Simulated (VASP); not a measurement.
# Be2C (Fm-3m) in VASP: a series of runs

The runs below take Be2C through single point, with PBE.

Program: VASP 6.6.1. These are calculated values, not measurements. Logs are shortened: lines on timing, memory, paths and dates and some standing lists are left out, and cuts for length are marked.

## (1) The cell of the first run

The structure is cubic, space group Fm-3m (No. 225). Conventional cell: a = 4.328 Å, b = 4.328 Å, c = 4.328 Å, α = 90.00°, β = 90.00°, γ = 90.00°. Be (site symmetry -43m) has 4 C at 1.87 Å and 6 Be at 2.16 Å within 2.5 Å. C (site symmetry m-3m) has 8 Be at 1.87 Å within 2.5 Å.

## (2) Single point, PBE

File INCAR:

```
PREC     = Accurate       # precision mode
ENCUT    = 600            # plane-wave cutoff, eV
EDIFF    = 1E-6           # SCF threshold, eV
ISMEAR   = 0              # smearing method
SIGMA    = 0.01           # smearing width, eV
LREAL    = Auto         
LASPH    = True           # aspherical terms in the spheres
NELM     = 120            # most SCF steps
ALGO     = Normal         # electronic algorithm
ISIF     = 2              # what is computed and relaxed
LWAVE    = False          # write WAVECAR
LCHARG   = True           # write CHGCAR
GGA      = PE             # functional
LELF     = True           # ELF
LVHAR    = True         
NBANDS   = 94             # bands
GGA_COMPAT= False
```

File KPOINTS:

```
Automatic mesh
0
Gamma
  2 2 2
  0.5 0.5 0.5
```

File POSCAR:

```
Be2C
1.0
    4.3283951478     -4.3283951478     -4.3283951478
   -4.3283951478     -4.3283951478      4.3283951478
   -4.3283951478      4.3283951478     -4.3283951478
Be C
32 16
Direct
    0.0000000000      0.2500000000      0.5000000000
    0.0000000000      0.5000000000      0.2500000000
    0.0000000000      0.7500000000      0.0000000000
    0.7500000000      0.2500000000      0.7500000000
    0.0000000000      0.0000000000      0.7500000000
    0.7500000000      0.5000000000      0.5000000000
    0.7500000000      0.7500000000      0.2500000000
    0.5000000000      0.2500000000      0.0000000000
    0.7500000000      0.0000000000      0.0000000000
    0.5000000000      0.5000000000      0.7500000000
    0.5000000000      0.7500000000      0.5000000000
    0.2500000000      0.2500000000      0.2500000000
    0.5000000000      0.0000000000      0.2500000000
    0.2500000000      0.5000000000      0.0000000000
    0.2500000000      0.7500000000      0.7500000000
    0.2500000000      0.0000000000      0.5000000000
    0.5000000000      0.7500000000      0.0000000000
    0.5000000000      0.0000000000      0.7500000000
    0.5000000000      0.2500000000      0.5000000000
    0.2500000000      0.7500000000      0.2500000000
    0.5000000000      0.5000000000      0.2500000000
    0.2500000000      0.0000000000      0.0000000000
    0.2500000000      0.2500000000      0.7500000000
    0.0000000000      0.7500000000      0.5000000000
    0.2500000000      0.5000000000      0.5000000000
    0.0000000000      0.0000000000      0.2500000000
    0.0000000000      0.2500000000      0.0000000000
    0.7500000000      0.7500000000      0.7500000000
    0.0000000000      0.5000000000      0.7500000000
    0.7500000000      0.0000000000      0.5000000000
    0.7500000000      0.2500000000      0.2500000000
    0.7500000000      0.5000000000      0.0000000000
    0.2500000000      0.7500000000      0.0000000000
    0.2500000000      1.0000000000      0.7500000000
    0.2500000000      0.2500000000      0.5000000000
    0.0000000000      0.7500000000      0.2500000000
    0.2500000000      0.5000000000      0.2500000000
    1.0000000000      1.0000000000      1.0000000000
    0.0000000000      0.2500000000      0.7500000000
    0.7500000000      0.7500000000      0.5000000000
    0.0000000000      0.5000000000      0.5000000000
    0.7500000000      1.0000000000      0.2500000000
    0.7500000000      0.2500000000      0.0000000000
    0.5000000000      0.7500000000      0.7500000000
    0.7500000000      0.5000000000      0.7500000000
    0.5000000000      1.0000000000      0.5000000000
    0.5000000000      0.2500000000      0.2500000000
    0.5000000000      0.5000000000      0.0000000000
```

Potentials or basis: VASP PAW PBE potentials, release 64 (Be, C).

On the command line:

```bash
$ cat potpaw_PBE.64/Be/POTCAR potpaw_PBE.64/C/POTCAR > POTCAR
$ mpirun -np 1 vasp_std > vasp.out
```

OUTCAR:

```text
PREC = Accurate
   ENCUT = 600
   EDIFF = 1E-6
   ISMEAR = 0
   LREAL = Auto
   LASPH = True
   NELM = 120
   ISIF = 2
   GGA = PE

 ion  position               nearest neighbor table
   1  0.000  0.250  0.500-  35 1.87  39 1.87  41 1.87  42 1.87  30 2.16  31 2.16  23 2.16  25 2.16
                            26 2.16  29 2.16
   2  0.000  0.500  0.250-  36 1.87  37 1.87  41 1.87  43 1.87  31 2.16  32 2.16  20 2.16  24 2.16
                            25 2.16  27 2.16
   3  0.000  0.750  0.000-  33 1.87  36 1.87  38 1.87  45 1.87  29 2.16  32 2.16  20 2.16  22 2.16
                            26 2.16  28 2.16
   4  0.750  0.250  0.750-  39 1.87  43 1.87  45 1.87  46 1.87  30 2.16  32 2.16  18 2.16  19 2.16
                            27 2.16  29 2.16
   5  0.000  0.000  0.750-  34 1.87  38 1.87  39 1.87  40 1.87  28 2.16  30 2.16  22 2.16  23 2.16
                            24 2.16  27 2.16
   6  0.750  0.500  0.500-  40 1.87  41 1.87  45 1.87  47 1.87  29 2.16  31 2.16  19 2.16  21 2.16
                            24 2.16  28 2.16
   7  0.750  0.750  0.250-  36 1.87  40 1.87  42 1.87  48 1.87  30 2.16  32 2.16  17 2.16  21 2.16
                            24 2.16  26 2.16
   8  0.500  0.250  0.000-  34 1.87  43 1.87  47 1.87  48 1.87  31 2.16  32 2.16  18 2.16  21 2.16
                            22 2.16  23 2.16
   9  0.750  0.000  0.000-  38 1.87  42 1.87  43 1.87  44 1.87  28 2.16  31 2.16  17 2.16  18 2.16
[... 75 lines left out ...]
  47  0.500  0.250  0.250-   6 1.87   8 1.87  12 1.87  13 1.87  19 1.87  21 1.87  22 1.87  31 1.87

  48  0.500  0.500  0.000-   7 1.87   8 1.87  10 1.87  14 1.87  17 1.87  21 1.87  23 1.87  32 1.87

  LATTYP: Found a body centered cubic cell.
 ALAT       =     8.6567902956

  Lattice vectors:

 A1 = (   4.3283951478,  -4.3283951478,  -4.3283951478)
 A2 = (  -4.3283951478,  -4.3283951478,   4.3283951478)
 A3 = (  -4.3283951478,   4.3283951478,  -4.3283951478)

Analysis of symmetry for initial positions (statically):
=====================================================================
 Subroutine PRICEL returns following result:

  LATTYP: Found a face centered cubic cell.
 ALAT       =     4.3283951478

  Lattice vectors:

 A1 = (  -2.1641975739,   0.0000000000,   2.1641975739)
 A2 = (  -0.0000000000,   2.1641975739,   2.1641975739)
 A3 = (  -2.1641975739,   2.1641975739,   0.0000000000)

  16 primitive cells build up your supercell.

 Routine SETGRP: Setting up the symmetry group for a
 body centered cubic supercell.

 Subroutine GETGRP returns: Found 48 space group operations
 (whereof 48 operations were pure point group operations)
 out of a pool of 48 trial point group operations.

The static configuration has the point symmetry O_h .

Analysis of symmetry for dynamics (positions and initial velocities):
=====================================================================
 Subroutine PRICEL returns following result:

  LATTYP: Found a face centered cubic cell.
 ALAT       =     4.3283951478

  Lattice vectors:

 A1 = (  -2.1641975739,   0.0000000000,   2.1641975739)
 A2 = (  -0.0000000000,   2.1641975739,   2.1641975739)
 A3 = (  -2.1641975739,   2.1641975739,   0.0000000000)

  16 primitive cells build up your supercell.

 Routine SETGRP: Setting up the symmetry group for a
 body centered cubic supercell.

 Subroutine GETGRP returns: Found 48 space group operations
 (whereof 48 operations were pure point group operations)
 out of a pool of 48 trial point group operations.

The dynamic configuration has the point symmetry O_h .

 Subroutine INISYM returns: Found 48 space group operations
 (whereof 48 operations are pure point group operations),
 and found    16 'primitive' translations

----------------------------------------------------------------------------------------

                                     Primitive cell

  volume of cell :      20.2731

  direct lattice vectors                    reciprocal lattice vectors
    -2.164197574  0.000000000  2.164197574    -0.231032511 -0.231032511  0.231032511
    -0.000000000  2.164197574  2.164197574     0.231032511  0.231032511  0.231032511
    -2.164197574  2.164197574  0.000000000    -0.231032511  0.231032511 -0.231032511

  length of vectors
     3.060637561  3.060637561  3.060637561     0.400160047  0.400160047  0.400160047

[... 24 lines left out ...]
    -0.057758128  0.000000000 -0.057758128     0.000000000  0.000000000  0.500000000

  Length of vectors
     0.081682328  0.081682328  0.081682328

  Shift w.r.t. Gamma in fractional coordinates (k-lattice)
     0.500000000  0.500000000  0.500000000

 Subroutine IBZKPT returns following result:
 ===========================================

 Found      2 irreducible k-points:

 Following reciprocal coordinates:
            Coordinates               Weight
  0.250000  0.250000  0.250000      2.000000
 -0.250000  0.250000  0.250000      6.000000
   k-points           NKPTS =      2   k-points in BZ     NKDIM =      2   number of bands    NBANDS=     94
   number of dos      NEDOS =    301   number of ions     NIONS =     48
   total plane-waves  NPLWV = 216000
   dimension x,y,z NGX =    60 NGY =   60 NGZ =   60
   dimension x,y,z NGXF=   120 NGYF=  120 NGZF=  120
   ions per type =              32  16
   NGX,Y,Z   is equivalent  to a cutoff of  13.30, 13.30, 13.30 a.u.
   NGXF,Y,Z  is equivalent  to a cutoff of  26.61, 26.61, 26.61 a.u.
 SYSTEM =  unknown system
   PREC   = accura    normal or accurate (medium, high low for compatibility)
   ISTART =      0    job   : 0-new  1-cont  2-samecut
   ICHARG =      2    charge: 1-file 2-atom 10-const
   ISPIN  =      1    spin polarized calculation?
   LNONCOLLINEAR =      F non collinear calculations
   LSORBIT =      F    spin-orbit coupling
   LASPH  =      T    aspherical Exc in radial PAW
   ENCUT  =  600.0 eV  44.10 Ry    6.64 a.u.  14.97 14.97 14.97*2*pi/ulx,y,z
   NELM   =    120;   NELMIN=  2; NELMDL= -5     # of ELM steps
   EDIFF  = 0.1E-05   stopping-criterion for ELM
   LREAL  =      T    real-space projection
   EDIFFG = 0.1E-04   stopping-criterion for IOM
   NSW    =      0    number of steps for IOM
   IBRION =     -1    ionic relax: 0-MD 1-quasi-New 2-CG
   NFREE  =      0    steps in history (QN), initial steepest desc. (CG)
   ISIF   =      2    stress and relaxation
   ISYM   =      2    0-nonsym 1-usesym 2-fastsym
   POTIM  = 0.5000    time-step for ionic-motion
   TEBEG  =    0.0;   TEEND  =   0.0 temperature during run
   PSTRESS=    0.0 pullay stress
   NELECT =     128.0000    total number of electrons
   NUPDOWN=      -1.0000    fix difference up-down
   EMIN   =  10.00;   EMAX   =-10.00  energy-range for DOS
   EFERMI =   0.00;   METHOD = LEGACY
   ISMEAR =     0;   SIGMA  =   0.01  broadening in eV -4-tet -1-fermi 0-gaus
   EFERMI_NEDOS =   21; number of points for ismear=-14 and -15
   IALGO  =     38    algorithm
   IMIX   =      4    mixing-type and parameters
     AMIX     =   0.40;   BMIX     =  1.00
     AMIX_MAG =   1.60;   BMIX_MAG =  1.00
  volume/ion in A,a.u.               =       6.76        45.60
  Fermi-wavevector in a.u.,A,eV,Ry     =   1.200783  2.269151 19.617971  1.441880
  Thomas-Fermi vector in A             =   2.336610
   LORBIT       =      0    0 simple, 1 ext, 2 COOP (PROOUT), +10 PAW based schemes
   GGA     = PE    functional components
   LHFCALC =     F    Hartree Fock is set to
   AEXX    =    0.0000 exact exchange contribution
   IVDW    =     0    specifies the selected vdW correction
   LEPSILON=     F    determine dielectric tensor
   LRPA    =     F    only Hartree local field effects (RPA)
 non-spin polarized calculation
 Gauss-broadening in eV      SIGMA  =   0.01
  energy-cutoff  :      600.00
  volume of cell :      324.37
 maximum number of plane-waves:     10888
   NGX = 29   NGY = 29   NGZ = 29

 number of electron     127.9999985 magnetization

 Free energy of the ion-electron system (eV)
  ---------------------------------------------------
  ext. energy  EPLUGINS =         0.00000000
  ---------------------------------------------------
  free energy    TOTEN  =      -279.39057389 eV

  energy without entropy =     -279.39057389  energy(sigma->0) =     -279.39057389

 E-fermi :   6.8062     XC(G=0): -11.4409

 val. band max:        6.7010577656   @ k =  -0.2500   0.2500   0.2500
 cond. band min:       9.6252485297   @ k =  -0.2500   0.2500   0.2500
 fundamental gap:      2.9241907641
 Fermi energy:         6.8062346780

 k-point     1 :       0.2500    0.2500    0.2500
  band No.  band energies     occupation
      1      -6.3328      2.00000
      2      -6.3328      2.00000
      3      -6.3328      2.00000
      4      -6.3328      2.00000
      5      -4.2049      2.00000
      6      -4.2049      2.00000
[... 68 lines left out ...]
     75      11.4585      0.00000
     76      11.4585      0.00000

 k-point     2 :      -0.2500    0.2500    0.2500
  band No.  band energies     occupation
      1      -6.9805      2.00000
      2      -5.7147      2.00000
      3      -5.7147      2.00000
      4      -5.7147      2.00000
      5      -5.7147      2.00000
      6      -4.6783      2.00000
[... 68 lines left out ...]
     75      12.9804      0.00000
     76      12.9804      0.00000
 [bands above 76 left out]

------------------------ aborting loop because EDIFF is reached ----------------------------------------

  FORCE on cell =-STRESS in cart. coord.  units (eV):
  Direction    XX          YY          ZZ          XY          YZ          ZX
  --------------------------------------------------------------------------------------
  -------------------------------------------------------------------------------------
  Total        0.4236645      0.4236645      0.4236645     -0.0000000     -0.0000000      0.0000000
  in kB        2.0926276      2.0926276      2.0926276     -0.0000000     -0.0000000      0.0000000
  external PRESSURE =       2.0926276 kB  Pullay stress =       0.0000000 kB

 VOLUME and BASIS-vectors are now :
 -----------------------------------------------------------------------------
  energy-cutoff  :      600.00
  volume of cell :      324.37
      direct lattice vectors                 reciprocal lattice vectors
     4.328395148 -4.328395148 -4.328395148     0.000000000 -0.115516256 -0.115516256
    -4.328395148 -4.328395148  4.328395148    -0.115516256 -0.115516256  0.000000000
    -4.328395148  4.328395148 -4.328395148    -0.115516256  0.000000000 -0.115516256

 POSITION                                       TOTAL-FORCE (eV/Angst)
 -----------------------------------------------------------------------------------
     -3.24630      1.08210     -1.08210        -0.000000     -0.000000     -0.000000
     -3.24630     -1.08210      1.08210        -0.000000     -0.000000     -0.000000
     -3.24630     -3.24630      3.24630        -0.000000     -0.000000     -0.000000
     -1.08210     -1.08210     -5.41049        -0.000000     -0.000000     -0.000000
     -3.24630      3.24630     -3.24630        -0.000000     -0.000000     -0.000000
     -1.08210     -3.24630     -3.24630         0.000000     -0.000000     -0.000000
[... 40 lines left out ...]
      0.00000     -2.16420     -2.16420         0.000000     -0.000000     -0.000000
      0.00000     -4.32840      0.00000         0.000000     -0.000000     -0.000000
 -----------------------------------------------------------------------------------
    total drift:                                0.000000     -0.000000      0.000000

  FREE ENERGIE OF THE ION-ELECTRON SYSTEM (eV)
  ---------------------------------------------------
  free  energy   TOTEN  =      -279.3905738918 eV

  energy  without entropy=     -279.3905738918  energy(sigma->0) =     -279.39057389
```

It used 600 s of CPU time on 1 thread of AMD EPYC 7R13 Processor (Zen 3), on a shared host.

What came out:

```
Free energy            : -279.3906 eV
Pressure               : 0.2 GPa
Band gap on the k mesh : 2.92 eV
```

A k mesh can miss the band edges.

[end of part 1 of 2]
